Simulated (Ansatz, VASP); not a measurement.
# NaH in VASP and in Ansatz

```
CELL_PARAMETERS angstrom
0.12597 2.59305 2.59305
2.59305 0.12597 2.59305
2.59305 2.59305 0.12597
ATOMIC_POSITIONS crystal
Na 0.00517 0.00517 0.00517
H 0.24483 0.24483 0.24483
```

Change from the starting cell: epitaxial_111 strain -5.0%.

Alike in both runs: task single point; functional r2SCAN; k mesh 8 × 8 × 8; no spin polarisation.

|  | VASP | Ansatz |
| --- | --- | --- |
| version | VASP 6.6.1 | Ansatz 0.2.0 |
| potentials or method | VASP PAW PBE potentials, release 64 (Na_pv, H) | plane waves, PAW |
| plane-wave cutoff (eV) | 520 | 500 |
| occupations | gaussian, width 0.01 eV | fixed |
| valence electrons in the cell | 8 | 10 |

VASP gave:

- gap on the k mesh at the Fermi level (eV): 3.76
- pressure (GPa): 1.5
- traceless stress, the component that is largest in VASP (GPa): -0.76
- rms of the force components (eV/Å): 0.008

**Question.** Estimate Ansatz's values.

**Answer.** gap on the k mesh at the Fermi level (eV): 3.76; pressure (GPa): 1.6; traceless stress, the component that is largest in VASP (GPa): -0.77; rms of the force components (eV/Å): 0.004.

VASP's potentials were made for PBE, not for r2SCAN. Atom by atom the forces differ by 0.004 eV/Å (rms over components). VASP's potentials hold 8 valence electrons a cell and Ansatz's 10, so a difference there can come from the potentials and not from the codes.
